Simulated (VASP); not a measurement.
# GaSb (zincblende type) (F-43m) in VASP: a series of runs

Runs on GaSb (zincblende type). Level: PBEsol. Tasks: single point.

All numbers are computed with VASP 6.6.1; they aren't measurements. Logs are shortened: lines on timing, memory, paths and dates and some standing lists are left out, and cuts for length are marked.

### 1 The cell of the first run

The structure is cubic, space group F-43m (No. 216). Conventional cell: a = 5.673 Å, b = 5.673 Å, c = 5.673 Å, α = 90.00°, β = 90.00°, γ = 90.00°. Within 3.2 Å of Ga (site symmetry -43m) lie 4 Sb at 2.46 Å. Sb (site symmetry -43m) has 4 Ga at 2.46 Å within 3.2 Å.

### 2 Single point, PBEsol (22.82 Å³/atom)

INCAR

```
SYSTEM = GaSb
PREC = Accurate
ENCUT = 520
EDIFF = 1E-6
ISMEAR = -1
SIGMA = 0.05
LREAL = .FALSE.
LASPH = .TRUE.
NELM = 80
ALGO = Normal
ISIF = 2
LWAVE = .FALSE.
LCHARG = .FALSE.
GGA = PS
NBANDS = 16
```

KPOINTS

```
Automatic mesh
0
G
  11 11 11
  0 0 0
```

POSCAR

```
GaSb
1.0
    0.0000000000      2.8366109179      2.8366109179
    2.8366109179      0.0000000000      2.8366109179
    2.8366109179      2.8366109179      0.0000000000
Ga Sb
1 1
Direct
    0.0000000000      0.0000000000      0.0000000000
    0.2500000000      0.2500000000      0.2500000000
```

Potentials or basis: VASP PAW PBE potentials, release 64 (Ga_d, Sb).

Launch:

```
$ cat potpaw_PBE.64/Ga_d/POTCAR potpaw_PBE.64/Sb/POTCAR > POTCAR
$ mpirun -np 1 vasp_std > vasp.out
```

OUTCAR:

```text
SYSTEM = GaSb
   PREC = Accurate
   ENCUT = 520
   EDIFF = 1E-6
   ISMEAR = -1
   LREAL = .FALSE.
   LASPH = .TRUE.
   NELM = 80
   ISIF = 2
   GGA = PS

 ion  position               nearest neighbor table
   1  0.000  0.000  0.000-   2 2.46   2 2.46   2 2.46   2 2.46
   2  0.250  0.250  0.250-   1 2.46   1 2.46   1 2.46   1 2.46

  LATTYP: Found a face centered cubic cell.
 ALAT       =     5.6732218358

  Lattice vectors:

 A1 = (   0.0000000000,   2.8366109179,   2.8366109179)
 A2 = (   2.8366109179,   0.0000000000,   2.8366109179)
 A3 = (   2.8366109179,   2.8366109179,   0.0000000000)

Analysis of symmetry for initial positions (statically):
=====================================================================
 Subroutine PRICEL returns:
 Original cell was already a primitive cell.

 Routine SETGRP: Setting up the symmetry group for a
 face centered cubic supercell.

 Subroutine GETGRP returns: Found 24 space group operations
 (whereof 24 operations were pure point group operations)
 out of a pool of 48 trial point group operations.

The static configuration has the point symmetry T_d .

Analysis of symmetry for dynamics (positions and initial velocities):
=====================================================================
 Subroutine PRICEL returns:
 Original cell was already a primitive cell.

 Routine SETGRP: Setting up the symmetry group for a
 face centered cubic supercell.

 Subroutine GETGRP returns: Found 24 space group operations
 (whereof 24 operations were pure point group operations)
 out of a pool of 48 trial point group operations.

The dynamic configuration has the point symmetry T_d .

 Subroutine INISYM returns: Found 24 space group operations
 (whereof 24 operations are pure point group operations),
 and found     1 'primitive' translations

----------------------------------------------------------------------------------------

                                     Primitive cell

  volume of cell :      45.6488

  direct lattice vectors                    reciprocal lattice vectors
     0.000000000  2.836610918  2.836610918    -0.176266684  0.176266684  0.176266684
     2.836610918  0.000000000  2.836610918     0.176266684 -0.176266684  0.176266684
     2.836610918  2.836610918  0.000000000     0.176266684  0.176266684 -0.176266684

  length of vectors
     4.011573631  4.011573631  4.011573631     0.305302852  0.305302852  0.305302852

  position of ions in fractional coordinates (direct lattice)
     0.000000000  0.000000000  0.000000000
     0.250000000  0.250000000  0.250000000

  ion indices of the primitive-cell ions
   primitive index   ion index
                 1           1
                 2           2

----------------------------------------------------------------------------------------

 KPOINTS: Automatic mesh

Automatic generation of k-mesh.
 Grid dimensions read from file:
 generate k-points for:   11   11   11

 Generating k-lattice:

  Cartesian coordinates                     Fractional coordinates (reciprocal lattice)
    -0.016024244  0.016024244  0.016024244     0.090909091  0.000000000  0.000000000
     0.016024244 -0.016024244  0.016024244     0.000000000  0.090909091  0.000000000
     0.016024244  0.016024244 -0.016024244     0.000000000  0.000000000  0.090909091

  Length of vectors
     0.027754805  0.027754805  0.027754805

  Shift w.r.t. Gamma in fractional coordinates (k-lattice)
     0.000000000  0.000000000  0.000000000

 Subroutine IBZKPT returns following result:
 ===========================================

 Found     56 irreducible k-points:

 Following reciprocal coordinates:
            Coordinates               Weight
  0.000000  0.000000  0.000000      1.000000
  0.090909  0.000000  0.000000      8.000000
  0.181818  0.000000  0.000000      8.000000
  0.272727  0.000000  0.000000      8.000000
  0.363636  0.000000  0.000000      8.000000
  0.454545  0.000000  0.000000      8.000000
[... 16 lines left out ...]
 -0.272727  0.181818  0.000000     24.000000
 -0.181818  0.181818  0.000000     12.000000
 [... further k-points ...]
   k-points           NKPTS =     56   k-points in BZ     NKDIM =     56   number of bands    NBANDS=     16
   number of dos      NEDOS =    301   number of ions     NIONS =      2
   total plane-waves  NPLWV =  27000
   dimension x,y,z NGX =    30 NGY =   30 NGZ =   30
   dimension x,y,z NGXF=    60 NGYF=   60 NGZF=   60
   ions per type =               1   1
   NGX,Y,Z   is equivalent  to a cutoff of  12.43, 12.43, 12.43 a.u.
   NGXF,Y,Z  is equivalent  to a cutoff of  24.86, 24.86, 24.86 a.u.
 SYSTEM =  GaSb
   PREC   = accura    normal or accurate (medium, high low for compatibility)
   ISTART =      0    job   : 0-new  1-cont  2-samecut
   ICHARG =      2    charge: 1-file 2-atom 10-const
   ISPIN  =      1    spin polarized calculation?
   LNONCOLLINEAR =      F non collinear calculations
   LSORBIT =      F    spin-orbit coupling
   LASPH  =      T    aspherical Exc in radial PAW
   ENCUT  =  520.0 eV  38.22 Ry    6.18 a.u.   7.46  7.46  7.46*2*pi/ulx,y,z
   NELM   =     80;   NELMIN=  2; NELMDL= -5     # of ELM steps
   EDIFF  = 0.1E-05   stopping-criterion for ELM
   LREAL  =      F    real-space projection
   EDIFFG = 0.1E-04   stopping-criterion for IOM
   NSW    =      0    number of steps for IOM
   IBRION =     -1    ionic relax: 0-MD 1-quasi-New 2-CG
   NFREE  =      0    steps in history (QN), initial steepest desc. (CG)
   ISIF   =      2    stress and relaxation
   ISYM   =      2    0-nonsym 1-usesym 2-fastsym
   POTIM  = 0.5000    time-step for ionic-motion
   TEBEG  =    0.0;   TEEND  =   0.0 temperature during run
   PSTRESS=    0.0 pullay stress
   NELECT =      18.0000    total number of electrons
   NUPDOWN=      -1.0000    fix difference up-down
   EMIN   =  10.00;   EMAX   =-10.00  energy-range for DOS
   EFERMI =   0.00;   METHOD = LEGACY
   ISMEAR =    -1;   SIGMA  =   0.05  broadening in eV -4-tet -1-fermi 0-gaus
   EFERMI_NEDOS =   21; number of points for ismear=-14 and -15
   IALGO  =     38    algorithm
   IMIX   =      4    mixing-type and parameters
     AMIX     =   0.40;   BMIX     =  1.00
     AMIX_MAG =   1.60;   BMIX_MAG =  1.00
  volume/ion in A,a.u.               =      22.82       154.03
  Fermi-wavevector in a.u.,A,eV,Ry     =   1.200483  2.268583 19.608154  1.441159
  Thomas-Fermi vector in A             =   2.336317
   LORBIT       =      0    0 simple, 1 ext, 2 COOP (PROOUT), +10 PAW based schemes
   GGA     = PS    functional components
   LHFCALC =     F    Hartree Fock is set to
   AEXX    =    0.0000 exact exchange contribution
   IVDW    =     0    specifies the selected vdW correction
   LEPSILON=     F    determine dielectric tensor
   LRPA    =     F    only Hartree local field effects (RPA)
 non-spin polarized calculation
  energy-cutoff  :      520.00
  volume of cell :       45.65
 maximum number of plane-waves:      1245
 NGX is ok and might be reduce to    30
   NGX = 15   NGY = 15   NGZ = 15

 number of electron      17.9999989 magnetization

 Free energy of the ion-electron system (eV)
  ---------------------------------------------------
  ext. energy  EPLUGINS =         0.00000000
  ---------------------------------------------------
  free energy    TOTEN  =        -7.58115482 eV

  energy without entropy =       -7.58106875  energy(sigma->0) =       -7.58111178

 E-fermi :   7.5373     XC(G=0): -10.2884

 val. band max:        7.3650663348   @ k =   0.0000   0.0000   0.0000
 cond. band min:       7.7686732657   @ k =   0.4545   0.4545   0.0000
 fundamental gap:      0.4036069310
 Fermi energy:         7.5372963587

 k-point     1 :       0.0000    0.0000    0.0000
  band No.  band energies     occupation
      1      -8.2797      2.00000
      2      -8.2797      2.00000
      3      -8.2797      2.00000
      4      -8.1825      2.00000
      5      -8.1825      2.00000
      6      -5.9741      2.00000
[... 8 lines left out ...]
     15      16.3998      0.00000
     16      16.3998      0.00000

 k-point     2 :       0.0909    0.0000    0.0000
  band No.  band energies     occupation
      1      -8.2861      2.00000
      2      -8.2775      2.00000
      3      -8.2775      2.00000
      4      -8.1829      2.00000
      5      -8.1829      2.00000
      6      -5.8620      2.00000
[... 8 lines left out ...]
     15      15.5257      0.00000
     16      15.5257      0.00000

 k-point     3 :       0.1818    0.0000    0.0000
  band No.  band energies     occupation
      1      -8.3026      2.00000
      2      -8.2719      2.00000
      3      -8.2719      2.00000
      4      -8.1837      2.00000
      5      -8.1837      2.00000
      6      -5.5325      2.00000
[... 8 lines left out ...]
     15      14.9704      0.00000
     16      14.9704      0.00000

 k-point     4 :       0.2727    0.0000    0.0000
  band No.  band energies     occupation
      1      -8.3227      2.00000
      2      -8.2652      2.00000
      3      -8.2652      2.00000
      4      -8.1840      2.00000
      5      -8.1840      2.00000
      6      -5.0085      2.00000
[... 8 lines left out ...]
     15      15.1797      0.00000
     16      15.1797      0.00000

 k-point     5 :       0.3636    0.0000    0.0000
  band No.  band energies     occupation
      1      -8.3400      2.00000
      2      -8.2599      2.00000
      3      -8.2599      2.00000
      4      -8.1836      2.00000
      5      -8.1836      2.00000
      6      -4.3533      2.00000
[... 8 lines left out ...]
     15      16.1514      0.00000
     16      16.1514      0.00000

 k-point     6 :       0.4545    0.0000    0.0000
  band No.  band energies     occupation
      1      -8.3499      2.00000
      2      -8.2571      2.00000
      3      -8.2571      2.00000
      4      -8.1828      2.00000
      5      -8.1828      2.00000
      6      -3.7775      2.00000
[... 8 lines left out ...]
     15      17.5241      0.00000
     16      17.5242      0.00000

 k-point     7 :       0.0909    0.0909    0.0000
  band No.  band energies     occupation
      1      -8.2904      2.00000
      2      -8.2755      2.00000
      3      -8.2755      2.00000
      4      -8.1842      2.00000
      5      -8.1820      2.00000
      6      -5.8247      2.00000
[... 8 lines left out ...]
     15      14.6297      0.00000
     16      16.5127      0.00000

 k-point     8 :       0.1818    0.0909    0.0000
  band No.  band energies     occupation
      1      -8.3037      2.00000
      2      -8.2710      2.00000
      3      -8.2700      2.00000
      4      -8.1863      2.00000
      5      -8.1818      2.00000
      6      -5.5674      2.00000
[... 8 lines left out ...]
     15      14.9366      0.00000
     16      15.9757      0.00000

 k-point     9 :       0.2727    0.0909    0.0000
  band No.  band energies     occupation
      1      -8.3213      2.00000
      2      -8.2654      2.00000
      3      -8.2631      2.00000
      4      -8.1878      2.00000
      5      -8.1818      2.00000
      6      -5.1063      2.00000
[... 8 lines left out ...]
     15      15.3642      0.00000
     16      15.9369      0.00000
[... 172 lines left out ...]
 k-point    19 :       0.3636    0.1818    0.0000
  band No.  band energies     occupation
      1      -8.3441      2.00000
      2      -8.2537      2.00000
      3      -8.2506      2.00000
      4      -8.1948      2.00000
      5      -8.1800      2.00000
      6      -4.4240      2.00000
[... 8 lines left out ...]
     15      17.0110      0.00000
     16      17.3973      0.00000

 k-point    20 :       0.4545    0.1818    0.0000
  band No.  band energies     occupation
      1      -8.3536      2.00000
      2      -8.2516      2.00000
      3      -8.2472      2.00000
      4      -8.1931      2.00000
      5      -8.1808      2.00000
      6      -3.7709      2.00000
[... 8 lines left out ...]
     15      18.3989      0.00000
     16      18.5135      0.00000

 k-point    21 :      -0.4545    0.1818    0.0000
  band No.  band energies     occupation
      1      -8.3568      2.00000
      2      -8.2512      2.00000
      3      -8.2470      2.00000
      4      -8.1899      2.00000
      5      -8.1828      2.00000
      6      -3.3419      2.00000
[... 8 lines left out ...]
     15      17.2146      0.00000
     16      17.4854      0.00000

 k-point    22 :      -0.3636    0.1818    0.0000
  band No.  band energies     occupation
      1      -8.3530      2.00000
      2      -8.2522      2.00000
      3      -8.2499      2.00000
      4      -8.1868      2.00000
      5      -8.1856      2.00000
      6      -3.5908      2.00000
[... 8 lines left out ...]
     15      15.8541      0.00000
     16      17.2902      0.00000

 k-point    23 :      -0.2727    0.1818    0.0000
  band No.  band energies     occupation
      1      -8.3429      2.00000
      2      -8.2557      2.00000
      3      -8.2546      2.00000
      4      -8.1876      2.00000
      5      -8.1847      2.00000
      6      -4.2225      2.00000
[... 8 lines left out ...]
     15      16.5032      0.00000
     16      18.5872      0.00000

 k-point    24 :      -0.1818    0.1818    0.0000
  band No.  band energies     occupation
      1      -8.3288      2.00000
      2      -8.2630      2.00000
      3      -8.2591      2.00000
      4      -8.1875      2.00000
      5      -8.1835      2.00000
      6      -4.8308      2.00000
[... 8 lines left out ...]
     15      16.5206      0.00000
     16      17.2420      0.00000

 [... further k-points ...]
[... 5 lines left out ...]
  --------------------------------------------------------------------------------------
  -------------------------------------------------------------------------------------
  Total        5.6130046      5.6130046      5.6130046      0.0000000      0.0000000     -0.0000000
  in kB      197.0047393    197.0047393    197.0047393      0.0000000      0.0000000     -0.0000000
  external PRESSURE =     197.0047393 kB  Pullay stress =       0.0000000 kB

 VOLUME and BASIS-vectors are now :
 -----------------------------------------------------------------------------
  energy-cutoff  :      520.00
  volume of cell :       45.65
      direct lattice vectors                 reciprocal lattice vectors
     0.000000000  2.836610918  2.836610918    -0.176266684  0.176266684  0.176266684
     2.836610918  0.000000000  2.836610918     0.176266684 -0.176266684  0.176266684
     2.836610918  2.836610918  0.000000000     0.176266684  0.176266684 -0.176266684

 POSITION                                       TOTAL-FORCE (eV/Angst)
 -----------------------------------------------------------------------------------
      0.00000      0.00000      0.00000         0.000000      0.000000      0.000000
      1.41831      1.41831      1.41831        -0.000000     -0.000000     -0.000000
 -----------------------------------------------------------------------------------
    total drift:                               -0.000001     -0.000001     -0.000001

  FREE ENERGIE OF THE ION-ELECTRON SYSTEM (eV)
  ---------------------------------------------------
  free  energy   TOTEN  =        -7.5811548179 eV

  energy  without entropy=       -7.5810687462  energy(sigma->0) =       -7.58111178
```

Wall time 69 s (1 thread of AMD EPYC 7R13, shared host); peak memory 0.17 GiB.

Results:

```
Free energy            : -7.5812 eV
Pressure               : 19.7 GPa
Band gap on the k mesh : 0.40 eV (least direct gap 1.73 eV)
```

Caveat: the cell stands under pressure; the PAW data sets were made with another functional, which shifts forces and pressure a little; spin-orbit coupling is left out, which moves the levels of the heavy elements; an odd mesh through Γ misses points on the zone boundary, where band edges can lie.

(Continued in part 2 of 2.)
